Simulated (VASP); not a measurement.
# PdCl (CsCl type) (Pm-3m) in VASP: a series of runs

Runs on PdCl (CsCl type). Level: PBE. Tasks: relaxation of cell and atoms.

Everything below comes from runs of VASP 6.6.1. Logs are shortened: lines on timing, memory, paths and dates and some standing lists are left out, and cuts for length are marked.

**1. The cell of the first run**

The structure is cubic, space group Pm-3m (No. 221). Conventional cell: a = 2.714 Å, b = 2.714 Å, c = 2.714 Å, α = 90.00°, β = 90.00°, γ = 90.00°. Within 3.1 Å of Pd (site symmetry m-3m) lie 8 Cl at 2.35 Å and 6 Pd at 2.71 Å. Cl (site symmetry m-3m) has 8 Pd at 2.35 Å and 6 Cl at 2.71 Å within 3.1 Å.

**2. Relaxation of cell and atoms, PBE**

The input, INCAR:

```
SYSTEM = PdCl
PREC = Accurate
ENCUT = 600
EDIFF = 1E-7
ISMEAR = -1
SIGMA = 0.08
LREAL = .False.
LASPH = .True.
NELM = 100
ALGO = Normal
ISIF = 3
LWAVE = .False.
LCHARG = .False.
GGA = PE
IBRION = 2
NSW = 60
EDIFFG = -0.005
```

The input, KPOINTS:

```
regular mesh
0
Gamma
  15 15 15
  0 0 0
```

The input, POSCAR:

```
PdCl
1.0
    2.7144176166      0.0000000000      0.0000000000
    0.0000000000      2.7144176166      0.0000000000
    0.0000000000      0.0000000000      2.7144176166
Pd Cl
1 1
Direct
    0.0000000000      0.0000000000      0.0000000000
    0.5000000000      0.5000000000      0.5000000000
```

Potentials or basis: VASP PAW PBE potentials, release 64 (Pd, Cl).

Launch:

```sh
cat potpaw_PBE.64/Pd/POTCAR potpaw_PBE.64/Cl/POTCAR > POTCAR
mpirun -np 1 vasp_std > vasp.out
```

OUTCAR:

```text
SYSTEM = PdCl
   PREC = Accurate
   ENCUT = 600
   EDIFF = 1E-7
   ISMEAR = -1
   LREAL = .False.
   LASPH = .True.
   NELM = 100
   ISIF = 3
   GGA = PE
   IBRION = 2
   NSW = 60
   EDIFFG = -0.005

 ion  position               nearest neighbor table
   1  0.000  0.000  0.000-   2 2.35   2 2.35   2 2.35   2 2.35   2 2.35   2 2.35   2 2.35   2 2.35

   2  0.500  0.500  0.500-   1 2.35   1 2.35   1 2.35   1 2.35   1 2.35   1 2.35   1 2.35   1 2.35

  LATTYP: Found a simple cubic cell.
 ALAT       =     2.7144176166

  Lattice vectors:

 A1 = (   2.7144176166,   0.0000000000,   0.0000000000)
 A2 = (   0.0000000000,   2.7144176166,   0.0000000000)
 A3 = (   0.0000000000,   0.0000000000,   2.7144176166)

Analysis of symmetry for initial positions (statically):
=====================================================================
 Subroutine PRICEL returns:
 Original cell was already a primitive cell.

 Routine SETGRP: Setting up the symmetry group for a
 simple cubic supercell.

 Subroutine GETGRP returns: Found 48 space group operations
 (whereof 48 operations were pure point group operations)
 out of a pool of 48 trial point group operations.

The static configuration has the point symmetry O_h .

Analysis of symmetry for dynamics (positions and initial velocities):
=====================================================================
 Subroutine PRICEL returns:
 Original cell was already a primitive cell.

 Routine SETGRP: Setting up the symmetry group for a
 simple cubic supercell.

 Subroutine GETGRP returns: Found 48 space group operations
 (whereof 48 operations were pure point group operations)
 out of a pool of 48 trial point group operations.

The dynamic configuration has the point symmetry O_h .

 Subroutine INISYM returns: Found 48 space group operations
 (whereof 48 operations are pure point group operations),
 and found     1 'primitive' translations

----------------------------------------------------------------------------------------

                                     Primitive cell

  volume of cell :      20.0000

  direct lattice vectors                    reciprocal lattice vectors
     2.714417617  0.000000000  0.000000000     0.368403150  0.000000000  0.000000000
     0.000000000  2.714417617  0.000000000     0.000000000  0.368403150  0.000000000
     0.000000000  0.000000000  2.714417617     0.000000000  0.000000000  0.368403150

  length of vectors
     2.714417617  2.714417617  2.714417617     0.368403150  0.368403150  0.368403150

  position of ions in fractional coordinates (direct lattice)
     0.000000000  0.000000000  0.000000000
     0.500000000  0.500000000  0.500000000

  ion indices of the primitive-cell ions
   primitive index   ion index
                 1           1
                 2           2

----------------------------------------------------------------------------------------

 KPOINTS: regular mesh

Automatic generation of k-mesh.
 Grid dimensions read from file:
 generate k-points for:   15   15   15

 Generating k-lattice:

  Cartesian coordinates                     Fractional coordinates (reciprocal lattice)
     0.024560210  0.000000000  0.000000000     0.066666667  0.000000000  0.000000000
     0.000000000  0.024560210  0.000000000     0.000000000  0.066666667  0.000000000
     0.000000000  0.000000000  0.024560210     0.000000000  0.000000000  0.066666667

  Length of vectors
     0.024560210  0.024560210  0.024560210

  Shift w.r.t. Gamma in fractional coordinates (k-lattice)
     0.000000000  0.000000000  0.000000000

 Subroutine IBZKPT returns following result:
 ===========================================

 Found    120 irreducible k-points:

 Following reciprocal coordinates:
            Coordinates               Weight
  0.000000  0.000000  0.000000      1.000000
  0.066667  0.000000  0.000000      6.000000
  0.133333  0.000000  0.000000      6.000000
  0.200000  0.000000  0.000000      6.000000
  0.266667  0.000000  0.000000      6.000000
  0.333333  0.000000  0.000000      6.000000
[... 16 lines left out ...]
  0.266667  0.200000  0.000000     24.000000
  0.333333  0.200000  0.000000     24.000000
 [... further k-points ...]
   k-points           NKPTS =    120   k-points in BZ     NKDIM =    120   number of bands    NBANDS=     12
   number of dos      NEDOS =    301   number of ions     NIONS =      2
   total plane-waves  NPLWV =  13824
   dimension x,y,z NGX =    24 NGY =   24 NGZ =   24
   dimension x,y,z NGXF=    48 NGYF=   48 NGZF=   48
   ions per type =               1   1
   NGX,Y,Z   is equivalent  to a cutoff of  14.70, 14.70, 14.70 a.u.
   NGXF,Y,Z  is equivalent  to a cutoff of  29.40, 29.40, 29.40 a.u.
 SYSTEM =  PdCl
   PREC   = accura    normal or accurate (medium, high low for compatibility)
   ISTART =      0    job   : 0-new  1-cont  2-samecut
   ICHARG =      2    charge: 1-file 2-atom 10-const
   ISPIN  =      1    spin polarized calculation?
   LNONCOLLINEAR =      F non collinear calculations
   LSORBIT =      F    spin-orbit coupling
   LASPH  =      T    aspherical Exc in radial PAW
   ENCUT  =  600.0 eV  44.10 Ry    6.64 a.u.   5.42  5.42  5.42*2*pi/ulx,y,z
   NELM   =    100;   NELMIN=  2; NELMDL= -5     # of ELM steps
   EDIFF  = 0.1E-06   stopping-criterion for ELM
   LREAL  =      F    real-space projection
   EDIFFG = -.5E-02   stopping-criterion for IOM
   NSW    =     60    number of steps for IOM
   IBRION =      2    ionic relax: 0-MD 1-quasi-New 2-CG
   NFREE  =      1    steps in history (QN), initial steepest desc. (CG)
   ISIF   =      3    stress and relaxation
   ISYM   =      2    0-nonsym 1-usesym 2-fastsym
   POTIM  = 0.5000    time-step for ionic-motion
   TEBEG  =    0.0;   TEEND  =   0.0 temperature during run
   PSTRESS=    0.0 pullay stress
   NELECT =      17.0000    total number of electrons
   NUPDOWN=      -1.0000    fix difference up-down
   EMIN   =  10.00;   EMAX   =-10.00  energy-range for DOS
   EFERMI =   0.00;   METHOD = LEGACY
   ISMEAR =    -1;   SIGMA  =   0.08  broadening in eV -4-tet -1-fermi 0-gaus
   EFERMI_NEDOS =   21; number of points for ismear=-14 and -15
   IALGO  =     38    algorithm
   IMIX   =      4    mixing-type and parameters
     AMIX     =   0.40;   BMIX     =  1.00
     AMIX_MAG =   1.60;   BMIX_MAG =  1.00
  volume/ion in A,a.u.               =      10.00        67.48
  Fermi-wavevector in a.u.,A,eV,Ry     =   1.550771  2.930533 32.720545  2.404892
  Thomas-Fermi vector in A             =   2.655387
   LORBIT       =      0    0 simple, 1 ext, 2 COOP (PROOUT), +10 PAW based schemes
   GGA     = PE    functional components
   LHFCALC =     F    Hartree Fock is set to
   AEXX    =    0.0000 exact exchange contribution
   IVDW    =     0    specifies the selected vdW correction
   LEPSILON=     F    determine dielectric tensor
   LRPA    =     F    only Hartree local field effects (RPA)
 conjugate gradient relaxation of ions
 non-spin polarized calculation
  energy-cutoff  :      600.00
  volume of cell :       20.00
 maximum number of plane-waves:       691
 NGX is ok and might be reduce to    24
   NGX = 11   NGY = 11   NGZ = 11

--------------------------------------- Ionic step        1  -------------------------------------------

 number of electron      16.9999999 magnetization

 Free energy of the ion-electron system (eV)
  ---------------------------------------------------
  ext. energy  EPLUGINS =         0.00000000
  ---------------------------------------------------
  free energy    TOTEN  =        -2.31336994 eV

  energy without entropy =       -2.28885321  energy(sigma->0) =       -2.30111158

 E-fermi :  17.2678     XC(G=0): -14.6099

 val. band max:       17.2645821692   @ k =   0.3333   0.2667   0.2667
 cond. band min:      17.2825563941   @ k =   0.3333   0.2000   0.2000
 fundamental gap:      0.0179742250
 Fermi energy:        17.2677892213

 k-point     1 :       0.0000    0.0000    0.0000
  band No.  band energies     occupation
      1      -4.9951      2.00000
      2       9.6559      2.00000
      3       9.6559      2.00000
      4      12.1516      2.00000
      5      12.1516      2.00000
      6      12.1516      2.00000
      7      14.0381      2.00000
      8      14.0381      2.00000
      9      14.0381      2.00000
     10      20.7706      0.00000
     11      25.5358      0.00000
     12      25.5358      0.00000
[... 1285 lines left out ...]
 POSITION                                       TOTAL-FORCE (eV/Angst)
 -----------------------------------------------------------------------------------
      0.00000      0.00000      0.00000        -0.000000      0.000000      0.000000
      1.62946      1.62946      1.62946         0.000000     -0.000000      0.000000
 -----------------------------------------------------------------------------------
    total drift:                                0.000000      0.000000     -0.000000

  FREE ENERGIE OF THE ION-ELECTRON SYSTEM (eV)
  ---------------------------------------------------
  free  energy   TOTEN  =        -6.6242345534 eV

  energy  without entropy=       -6.5658938070  energy(sigma->0) =       -6.59506418

--------------------------------------- Ionic step        7  -------------------------------------------

 number of electron      17.0000000 magnetization

 Free energy of the ion-electron system (eV)
  ---------------------------------------------------
  ext. energy  EPLUGINS =         0.00000000
  ---------------------------------------------------
  free energy    TOTEN  =        -6.62572304 eV

  energy without entropy =       -6.56893691  energy(sigma->0) =       -6.59732997

 E-fermi :   6.8529     XC(G=0): -11.4137

 val. band max:        6.8482113204   @ k =   0.3333   0.0667   0.0667
 cond. band min:       6.8540655335   @ k =   0.4000   0.4000   0.3333
 fundamental gap:      0.0058542131
 Fermi energy:         6.8529377713

 k-point     1 :       0.0000    0.0000    0.0000
  band No.  band energies     occupation
      1      -9.8061      2.00000
      2       3.8924      2.00000
      3       3.8924      2.00000
      4       3.8924      2.00000
      5       4.1468      2.00000
      6       4.1468      2.00000
      7       5.8285      1.99999
      8       5.8285      1.99999
      9       5.8285      1.99999
     10       7.4633      0.00097
     11      15.8963      0.00000
     12      15.8963      0.00000
[... 367 lines left out ...]
 POSITION                                       TOTAL-FORCE (eV/Angst)
 -----------------------------------------------------------------------------------
      0.00000      0.00000      0.00000        -0.000000      0.000000      0.000000
      1.62219      1.62219      1.62219         0.000000     -0.000000      0.000000
 -----------------------------------------------------------------------------------
    total drift:                                0.000000      0.000000     -0.000000

  FREE ENERGIE OF THE ION-ELECTRON SYSTEM (eV)
  ---------------------------------------------------
  free  energy   TOTEN  =        -6.6257230364 eV

  energy  without entropy=       -6.5689369119  energy(sigma->0) =       -6.59732997

 reached required accuracy - stopping structural energy minimisation
```

Wall time 2.9 min (1 thread of Intel Xeon 8259CL, shared host); peak memory 0.18 GiB.

What came out:

```yaml
Free_energy: -6.6257 eV
Relaxed_volume: 17.08 Å³/atom
Relaxed_cell: a = 3.244 Å, b = 3.244 Å, c = 3.244 Å, α = 90.00°, β = 90.00°, γ = 90.00°
Space_group_after_relaxing_to_0.1_Å: Pm-3m (No. 221)
Energy_gained_by_relaxing: 2156.2 meV/atom
Ionic_steps: 7
Pressure_after_relaxing: 0.0 GPa
Band_gap_on_the_k_mesh: zero (an odd number of electrons rules out a gap without spin polarisation)
```

Step by step:
| step | energy change (eV) | largest force (eV/Å) | pressure (GPa) | volume (Å³) |
| --- | --- | --- | --- | --- |
| 1 | 0.0000 | 0.0000 | 170.07 | 20.00 |
| 2 | -2.4997 | 0.0000 | -7.93 | 69.15 |
| 3 | -2.9794 | 0.0000 | -8.74 | 59.85 |
| 4 | -3.3836 | 0.0000 | -9.66 | 52.81 |
| 5 | -4.3115 | 0.0000 | 0.79 | 33.80 |
| 6 | -4.3109 | 0.0000 | -1.00 | 34.61 |
| 7 | -4.3124 | 0.0000 | -0.02 | 34.15 |

Final structure:
```cif
data_structure
_symmetry_space_group_name_H-M 'P 1'
_symmetry_Int_Tables_number 1
_cell_length_a 3.2444
_cell_length_b 3.2444
_cell_length_c 3.2444
_cell_angle_alpha 90.000
_cell_angle_beta 90.000
_cell_angle_gamma 90.000
_cell_volume 34.15
loop_
_atom_site_label
_atom_site_type_symbol
_atom_site_fract_x
_atom_site_fract_y
_atom_site_fract_z
_atom_site_occupancy
Pd1 Pd 0.00000 0.00000 0.00000 1
Cl1 Cl 0.50000 0.50000 0.50000 1
```

Caveat: the volume moved by over 15 % at a fixed basis, so the end points are rough; an odd number of electrons without spin polarisation forces a metal; a magnetic or distorted state may lie lower.

**3. Relaxation of cell and atoms, PBE**

The input, INCAR:

```
PREC     = Accurate       # precision mode
ENCUT    = 600            # plane-wave cutoff, eV
EDIFF    = 1E-6           # SCF threshold, eV
ISMEAR   = -1             # smearing method
SIGMA    = 0.08           # smearing width, eV
LREAL    = False          # projectors in reciprocal space
LASPH    = True           # aspherical terms in the spheres
NELM     = 100            # most SCF steps
ALGO     = Normal         # electronic algorithm
ISIF     = 3              # what is computed and relaxed
LWAVE    = False          # write WAVECAR
LCHARG   = False          # write CHGCAR
GGA      = PE             # functional
IBRION   = 2              # ionic algorithm
NSW      = 60             # ionic steps
EDIFFG   = -0.005         # ionic threshold
```

The input, KPOINTS:

```
regular mesh
0
Gamma
  15 15 15
```

POSCAR is that of step 2.

Potentials or basis: VASP PAW PBE potentials, release 64 (Pd, Cl).

Launch:

```sh
cat potpaw_PBE.64/Pd/POTCAR potpaw_PBE.64/Cl/POTCAR > POTCAR
mpirun -np 1 vasp_std > vasp.out
```

It took 2.8 min on 1 thread of Intel Xeon 8259CL, shared host; peak memory 0.17 GiB.

Results (log left out):

```yaml
Free_energy: -6.6257 eV
Relaxed_volume: 17.08 Å³/atom
Relaxed_cell: a = 3.245 Å, b = 3.245 Å, c = 3.245 Å, α = 90.00°, β = 90.00°, γ = 90.00°
Space_group_after_relaxing_to_0.1_Å: Pm-3m (No. 221)
Energy_gained_by_relaxing: 2156.2 meV/atom
Ionic_steps: 7
Pressure_after_relaxing: 0.0 GPa
Band_gap_on_the_k_mesh: zero (an odd number of electrons rules out a gap without spin polarisation)
```

The path:
| step | energy change (eV) | largest force (eV/Å) | pressure (GPa) | volume (Å³) |
| --- | --- | --- | --- | --- |
| 1 | 0.0000 | 0.0000 | 170.08 | 20.00 |
| 2 | -2.4995 | 0.0000 | -7.93 | 69.15 |
| 3 | -2.9790 | 0.0000 | -8.73 | 59.85 |
| 4 | -3.3829 | 0.0000 | -9.67 | 52.83 |
| 5 | -4.3115 | 0.0000 | 0.83 | 33.80 |
| 6 | -4.3106 | 0.0000 | -1.09 | 34.66 |
| 7 | -4.3124 | 0.0000 | -0.05 | 34.16 |

Final structure:
```xyz
2
Lattice="3.2448 0.0000 0.0000 0.0000 3.2448 0.0000 0.0000 0.0000 3.2448" Properties=species:S:1:pos:R:3 pbc="T T T"
Pd    0.0000    0.0000    0.0000
Cl    1.6224    1.6224    1.6224
```

Levels at points of the mesh, in eV from the Fermi level:
| k point | band 6 | band 7 | band 8 | band 9 | band 10 | band 11 | band 12 |
| --- | --- | --- | --- | --- | --- | --- | --- |
| (0.00, 0.00, 0.00) | -2.70 | -1.02 | -1.02 | -1.02 | 0.61 | 9.04 | 9.04 |

Caveat: the volume moved by over 15 % at a fixed basis, so the end points are rough; an odd number of electrons without spin polarisation forces a metal; a magnetic or distorted state may lie lower.
